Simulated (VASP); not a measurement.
# Cr (P6/mmm) in VASP: further runs

Cr is run at these levels: PBE; tasks: single point, relaxation of cell and atoms.

Program: VASP 6.6.1. These are calculated values, not measurements. Logs are shortened: lines on timing, memory, paths and dates and some standing lists are left out, and cuts for length are marked.

**1. The cell of the first run**

The structure is hexagonal, space group P6/mmm (No. 191). The conventional cell has a = 4.253 Å, b = 4.253 Å, c = 2.263 Å, α = 90.00°, β = 90.00°, γ = 120.00°. Within 3.0 Å of Cr (site symmetry 6/mmm) lie 14 Cr at 2.26 to 2.70 Å. Within 3.0 Å of Cr (site symmetry -6m2) lie 11 Cr at 2.26 to 2.70 Å.

**2. Single point, PBE, collinear spin, ferromagnetic start**

INCAR

```
PREC = Accurate
ENCUT = 520
EDIFF = 1E-7
ISMEAR = 0
SIGMA = 0.1
LREAL = F
LASPH = T
NELM = 150
ALGO = Normal
ISIF = 2
LWAVE = F
LCHARG = F
ISPIN = 2
MAGMOM = 2.75 0.41 0.41
LORBIT = 11
LMAXMIX = 4
GGA = PE
NBANDS = 29
```

KPOINTS

```
regular mesh
0
Gamma
  6 6 6
```

POSCAR

```
Cr
1.0
    4.2527308765      0.0000000000      0.0000000000
   -2.1263654382      3.6829729745      0.0000000000
    0.0000000000      0.0000000000      2.2629450762
Cr
3
Direct
    0.0000000000      0.0000000000      0.0000000000
    0.3333333333      0.6666666667      0.5000000000
    0.6666666667      0.3333333333      0.5000000000
```

Potentials or basis: VASP PAW PBE potentials, release 64 (Cr_pv).

Started as:

```
$ cat potpaw_PBE.64/Cr_pv/POTCAR > POTCAR
$ mpirun -np 1 vasp_std > vasp.out
```

OUTCAR:

```text
PREC = Accurate
   ENCUT = 520
   EDIFF = 1E-7
   ISMEAR = 0
   LREAL = F
   LASPH = T
   NELM = 150
   ISIF = 2
   ISPIN = 2
   LORBIT = 11
   GGA = PE

 ion  position               nearest neighbor table
   1  0.000  0.000  0.000-   2 2.70   3 2.70   2 2.70   3 2.70   2 2.70   2 2.70   3 2.70   3 2.70
                             3 2.70   3 2.70   2 2.70   2 2.70
   2  0.333  0.667  0.500-   3 2.46   3 2.46   3 2.46   1 2.70   1 2.70   1 2.70   1 2.70   1 2.70
                             1 2.70
   3  0.667  0.333  0.500-   2 2.46   2 2.46   2 2.46   1 2.70   1 2.70   1 2.70   1 2.70   1 2.70
                             1 2.70

  LATTYP: Found a hexagonal cell.
 ALAT       =     4.2527308765
 C/A-ratio  =     0.5321157491

  Lattice vectors:

 A1 = (   4.2527308765,   0.0000000000,   0.0000000000)
 A2 = (  -2.1263654382,   3.6829729745,   0.0000000000)
 A3 = (   0.0000000000,   0.0000000000,   2.2629450762)

Analysis of symmetry for initial positions (statically):
=====================================================================
 Subroutine PRICEL returns:
 Original cell was already a primitive cell.

 Routine SETGRP: Setting up the symmetry group for a
 hexagonal supercell.

 Subroutine GETGRP returns: Found 24 space group operations
 (whereof 24 operations were pure point group operations)
 out of a pool of 24 trial point group operations.

The static configuration has the point symmetry D_6h.

Analysis of symmetry for dynamics (positions and initial velocities):
=====================================================================
 Subroutine PRICEL returns:
 Original cell was already a primitive cell.

 Routine SETGRP: Setting up the symmetry group for a
 hexagonal supercell.

 Subroutine GETGRP returns: Found 24 space group operations
 (whereof 24 operations were pure point group operations)
 out of a pool of 24 trial point group operations.

The dynamic configuration has the point symmetry D_6h.

Analysis of structural, dynamic, and magnetic symmetry:
=====================================================================
 Subroutine PRICEL returns:
 Original cell was already a primitive cell.

 Routine SETGRP: Setting up the symmetry group for a
 hexagonal supercell.

 Subroutine GETGRP returns: Found 24 space group operations
 (whereof 24 operations were pure point group operations)
 out of a pool of 24 trial point group operations.

The overall configuration has the point symmetry D_6h.

 Subroutine INISYM returns: Found 24 space group operations
 (whereof 24 operations are pure point group operations),
 and found     1 'primitive' translations

----------------------------------------------------------------------------------------
[... 120 lines left out ...]
   GGA     = PE    functional components
   LHFCALC =     F    Hartree Fock is set to
   AEXX    =    0.0000 exact exchange contribution
   IVDW    =     0    specifies the selected vdW correction
   LEPSILON=     F    determine dielectric tensor
   LRPA    =     F    only Hartree local field effects (RPA)
 spin polarized calculation
 Gauss-broadening in eV      SIGMA  =   0.10
  energy-cutoff  :      520.00
  volume of cell :       35.44
 maximum number of plane-waves:       968
 NGX is ok and might be reduce to    32
   NGX = 15   NGY = 15   NGZ =  9

 number of electron      35.9999998 magnetization       0.0025862

 number of electron      35.9999998 magnetization      -0.0010755

 Free energy of the ion-electron system (eV)
  ---------------------------------------------------
  ext. energy  EPLUGINS =         0.00000000
  ---------------------------------------------------
  free energy    TOTEN  =       -27.59978558 eV

  energy without entropy =      -27.57410820  energy(sigma->0) =      -27.58694689

 E-fermi :  10.6662     XC(G=0): -13.5072

 val. band max:       10.6611004747   @ k =   0.3333   0.1667   0.5000
 cond. band min:      10.6833456657   @ k =   0.3333   0.1667   0.3333
 fundamental gap:      0.0222451910
 Fermi energy:        10.6661681012

 spin component 1

 k-point     1 :       0.0000    0.0000    0.0000
  band No.  band energies     occupation
      1     -32.5432      1.00000
      2     -32.5432      1.00000
      3     -32.5143      1.00000
      4     -32.5143      1.00000
      5     -31.9841      1.00000
      6     -31.9841      1.00000
[... 757 lines left out ...]
     28      18.0727      0.00000
     29      18.0727      0.00000

 [... further k-points ...]

 spin component 2

 k-point     1 :       0.0000    0.0000    0.0000
  band No.  band energies     occupation
      1     -32.5426      1.00000
      2     -32.5426      1.00000
      3     -32.5153      1.00000
      4     -32.5153      1.00000
      5     -31.9848      1.00000
      6     -31.9848      1.00000
[... 757 lines left out ...]
     28      18.0715      0.00000
     29      18.0716      0.00000

 [... further k-points ...]
[... 5 lines left out ...]
  --------------------------------------------------------------------------------------
  -------------------------------------------------------------------------------------
  Total       -0.0411515     -0.0411515     -0.0721012     -0.0000000     -0.0000000      0.0000000
  in kB       -1.8601848     -1.8601848     -3.2592143     -0.0000000     -0.0000000      0.0000000
  external PRESSURE =      -2.3265280 kB  Pullay stress =       0.0000000 kB

 VOLUME and BASIS-vectors are now :
 -----------------------------------------------------------------------------
  energy-cutoff  :      520.00
  volume of cell :       35.44
      direct lattice vectors                 reciprocal lattice vectors
     4.252730877  0.000000000  0.000000000     0.235143024  0.135759888  0.000000000
    -2.126365438  3.682972975  0.000000000     0.000000000  0.271519777  0.000000000
     0.000000000  0.000000000  2.262945076     0.000000000  0.000000000  0.441902020

 POSITION                                       TOTAL-FORCE (eV/Angst)
 -----------------------------------------------------------------------------------
      0.00000      0.00000      0.00000         0.000000      0.000000      0.000000
     -0.00000      2.45532      1.13147        -0.000000      0.000000      0.000000
      2.12637      1.22766      1.13147         0.000000     -0.000000      0.000000
 -----------------------------------------------------------------------------------
    total drift:                               -0.000000      0.000000      0.000000

  FREE ENERGIE OF THE ION-ELECTRON SYSTEM (eV)
  ---------------------------------------------------
  free  energy   TOTEN  =       -27.5997855820 eV

  energy  without entropy=      -27.5741082036  energy(sigma->0) =      -27.58694689

 total charge

# of ion       s       p       d       tot
------------------------------------------
    1        0.425   6.381   4.215  11.021
    2        0.436   6.361   4.290  11.087
    3        0.436   6.361   4.290  11.087
--------------------------------------------------
tot          1.297  19.104  12.795  33.196

 magnetization (x)

# of ion       s       p       d       tot
------------------------------------------
    1        0.000   0.000   0.001   0.001
    2       -0.000  -0.000  -0.001  -0.001
    3       -0.000  -0.000  -0.001  -0.001
--------------------------------------------------
tot         -0.000  -0.000  -0.001  -0.001
```

stdout:

```text
POSCAR found type information on POSCAR Cr
 POSCAR found :  1 types and       3 ions
 scaLAPACK will be used
 LDA part: xc-table for (Slater+PW92), standard interpolation
 POSCAR, INCAR and KPOINTS ok, starting setup
 FFT: planning ... GRIDC
 FFT: planning ... GRID_SOFT
 FFT: planning ... GRID
 WAVECAR not read
 entering main loop
```

Run time: 53 s. Hardware: 1 thread of Intel Xeon Platinum 8488C (Sapphire Rapids), shared host; peak memory 0.18 GiB.

What came out:

```yaml
Free_energy: -27.5998 eV
Pressure: -0.2 GPa
Band_gap_on_the_k_mesh: zero (filled and empty bands overlap)
Net_moment: 0.00 μB per cell
Valence_electrons_inside_the_program's_atomic_spheres: Cr 11.02, 11.09
```

Levels at points of the mesh, in eV from the Fermi level:
Spin up:
| k point | band 16 | band 17 | band 18 | band 19 | band 20 | band 21 |
| --- | --- | --- | --- | --- | --- | --- |
| (0.00, 0.00, 0.00) | -2.16 | -2.06 | -0.41 | -0.41 | 1.32 | 1.32 |
| (0.50, 0.00, 0.00) | -2.02 | -1.74 | 0.27 | 0.81 | 1.24 | 1.45 |
| (0.00, 0.00, 0.50) | -1.06 | -1.06 | 0.07 | 0.07 | 1.43 | 1.43 |
| (0.50, 0.00, 0.50) | -1.38 | -0.21 | -0.15 | 0.79 | 0.91 | 1.40 |
Spin down:
| k point | band 16 | band 17 | band 18 | band 19 | band 20 | band 21 |
| --- | --- | --- | --- | --- | --- | --- |
| (0.00, 0.00, 0.00) | -2.16 | -2.06 | -0.41 | -0.41 | 1.32 | 1.32 |
| (0.50, 0.00, 0.00) | -2.02 | -1.74 | 0.27 | 0.81 | 1.24 | 1.45 |
| (0.00, 0.00, 0.50) | -1.06 | -1.06 | 0.07 | 0.07 | 1.44 | 1.44 |
| (0.50, 0.00, 0.50) | -1.38 | -0.21 | -0.15 | 0.79 | 0.91 | 1.40 |

Caveat: the k points lie up to 0.46 Å⁻¹ apart; the starting moments collapsed, and a magnetic state may lie lower.

**3. Relaxation of cell and atoms, PBE, collinear spin, ferromagnetic start**

This run uses another cell than the first one, of 15.20 Å³/atom, 1.287 times its volume.

INCAR

```
ALGO = Normal
EDIFF = 1E-6
EDIFFG = -0.04
ENCUT = 600
GGA = PE
IBRION = 2
ISIF = 3
ISMEAR = 0
ISPIN = 2
LASPH = True
LCHARG = False
LMAXMIX = 4
LORBIT = 11
LREAL = False
LWAVE = False
MAGMOM = 2.75 0.41 0.41
NELM = 150
NSW = 90
PREC = Accurate
SIGMA = 0.1
```

KPOINTS

```
k-points
0
Gamma
  6 6 6
```

POSCAR

```
Cr
1.0
    4.4123933397      0.0000000000      0.0000000000
   -2.2061966698      3.8212447236      0.0000000000
    0.0000000000      0.0000000000      2.7049889604
Cr
3
Direct
    0.0000000000      0.0000000000      0.0000000000
    0.3333333333      0.6666666667      0.5000000000
    0.6666666667      0.3333333333      0.5000000000
```

Potentials or basis: VASP PAW PBE potentials, release 64 (Cr_pv).

Started as:

```
$ cat potpaw_PBE.64/Cr_pv/POTCAR > POTCAR
$ mpirun -np 1 vasp_std > vasp.out
```

It took 5.7 min on 1 thread of AMD EPYC 9R45 (Zen 5), shared host; peak memory 0.2 GiB.

It converged, with:

```yaml
Free_energy: -27.6071 eV
Relaxed_volume: 11.79 Å³/atom
Relaxed_cell: a = 4.249 Å, b = 4.249 Å, c = 2.263 Å, α = 90.00°, β = 90.00°, γ = 120.00°
Space_group_after_relaxing_to_0.05_Å: P6/mmm (No. 191)
Energy_gained_by_relaxing: 505.1 meV/atom
Ionic_steps: 9
Pressure_after_relaxing: 0.1 GPa
Band_gap_on_the_k_mesh: zero (filled and empty bands overlap)
Net_moment: 0.00 μB per cell
Valence_electrons_inside_the_program's_atomic_spheres: Cr 11.02, 11.09
```

Stress tensor (GPa, compression positive):
```
 0.23  0.00  0.00
 0.00  0.23  0.00
 0.00  0.00 -0.06
```

The path:
| step | energy change (eV) | largest force (eV/Å) | pressure (GPa) | volume (Å³) |
| --- | --- | --- | --- | --- |
| 1 | 0.0000 | 0.0000 | -26.45 | 45.61 |
| 2 | -0.5741 | 0.0000 | 43.25 | 30.96 |
| 3 | -1.1188 | 0.0000 | -0.97 | 35.72 |
| 4 | -1.4088 | 0.0000 | 12.49 | 33.76 |
| 5 | -1.4111 | 0.0000 | 14.11 | 33.57 |
| 6 | -1.4724 | 0.0000 | 0.54 | 35.45 |
| 7 | -1.5009 | 0.0000 | 4.73 | 34.76 |
| 8 | -1.5147 | 0.0000 | -0.81 | 35.52 |
| 9 | -1.5154 | 0.0000 | 0.13 | 35.38 |

Final structure:
```
CELL_PARAMETERS angstrom
4.24906 0.00000 0.00000
-2.12453 3.67980 0.00000
0.00000 0.00000 2.26269
ATOMIC_POSITIONS crystal
Cr 0.00000 0.00000 0.00000
Cr 0.33333 0.66667 0.50000
Cr 0.66667 0.33333 0.50000
```

Levels at points of the mesh, in eV from the Fermi level:
Spin up:
```csv
k point,band 16,band 17,band 18,band 19,band 20,band 21
"(0.00, 0.00, 0.00)",-2.16,-2.06,-0.41,-0.41,1.32,1.32
"(0.50, 0.00, 0.00)",-2.01,-1.74,0.28,0.80,1.25,1.45
"(0.00, 0.00, 0.50)",-1.05,-1.05,0.07,0.07,1.44,1.44
"(0.50, 0.00, 0.50)",-1.38,-0.21,-0.15,0.79,0.91,1.41
```
Spin down:
```csv
k point,band 14,band 15,band 16,band 17,band 18,band 19,band 20,band 21,band 22,band 23
"(0.00, 0.00, 0.00)",-2.23,-2.16,-2.16,-2.06,-0.41,-0.41,1.32,1.32,1.41,1.41
"(0.50, 0.00, 0.00)",-2.57,-2.04,-2.01,-1.74,0.28,0.80,1.25,1.45,1.55,2.21
"(0.00, 0.00, 0.50)",-2.46,-1.63,-1.05,-1.05,0.07,0.07,1.44,1.44,1.86,1.86
"(0.50, 0.00, 0.50)",-2.03,-1.40,-1.38,-0.21,-0.15,0.79,0.91,1.41,1.53,2.42
```

Caveat: the k points lie up to 0.46 Å⁻¹ apart in the final cell; the starting moments collapsed, and a magnetic state may lie lower; the volume moved by over 15 % at a fixed basis, so the end points are rough.

**4. Single point, PBE, collinear spin, ferromagnetic start**

This run uses another cell than the first one, of 15.20 Å³/atom, 1.287 times its volume.

INCAR

```
PREC = Accurate
ENCUT = 520
EDIFF = 1E-7
ISMEAR = 0
SIGMA = 0.1
LREAL = False
LASPH = True
NELM = 150
ALGO = Normal
ISIF = 2
LWAVE = False
LCHARG = False
ISPIN = 2
MAGMOM = 3 3 3
LORBIT = 11
LMAXMIX = 4
GGA = PE
NBANDS = 29
```

KPOINTS

```
Automatic mesh
0
Gamma
  6 6 6
```

POSCAR is that of step 3.

Started as:

```
$ cat potpaw_PBE.64/Cr_pv/POTCAR > POTCAR
$ mpirun -np 1 vasp_std > vasp.out
```

It took 1.7 min on 1 thread of AMD EPYC 9R45 (Zen 5), shared host; peak memory 0.18 GiB.

The run converged. Its results:

```yaml
Free_energy: -25.9435 eV
Pressure: -31.7 GPa
Net_moment: 2.37 μB per cell
Site_moments: Cr +0.10, +1.07 μB
Valence_electrons_inside_the_program's_atomic_spheres: Cr 10.56, 10.65
```

Stress tensor (GPa, compression positive):
```
-28.24   0.00   0.00
  0.00 -28.24   0.00
  0.00   0.00 -38.72
```

Levels at points of the mesh, in eV from the Fermi level:
Spin up:
```
           k point  band 15  band 16  band 17  band 18  band 19  band 20  band 21  band 22  band 23  band 24
(0.00, 0.00, 0.00)    -1.62    -1.33    -0.65    -0.25    -0.25     0.02     0.02     0.26     0.26     1.48
(0.50, 0.00, 0.00)    -1.59    -0.89    -0.65    -0.48     0.13     0.34     0.70     1.02     1.03     1.13
(0.00, 0.00, 0.50)    -2.12    -0.60    -0.60    -0.50    -0.50     1.23     1.23     1.33     1.33     1.86
(0.50, 0.00, 0.50)    -1.54    -0.79    -0.52    -0.11    -0.10     0.35     0.81     1.23     1.63     1.67
```
Spin down:
```
           k point  band 15  band 16  band 17  band 18  band 19  band 20
(0.00, 0.00, 0.00)    -1.00    -0.64    -0.35     0.38     0.38     0.76
(0.50, 0.00, 0.00)    -0.84    -0.63    -0.37     0.28     0.84     0.92
(0.00, 0.00, 0.50)    -1.98     0.43     0.43     0.44     0.44     1.56
(0.50, 0.00, 0.50)    -0.90    -0.35    -0.02     0.24     0.42     1.11
```

Caveat: the k points lie up to 0.39 Å⁻¹ apart.
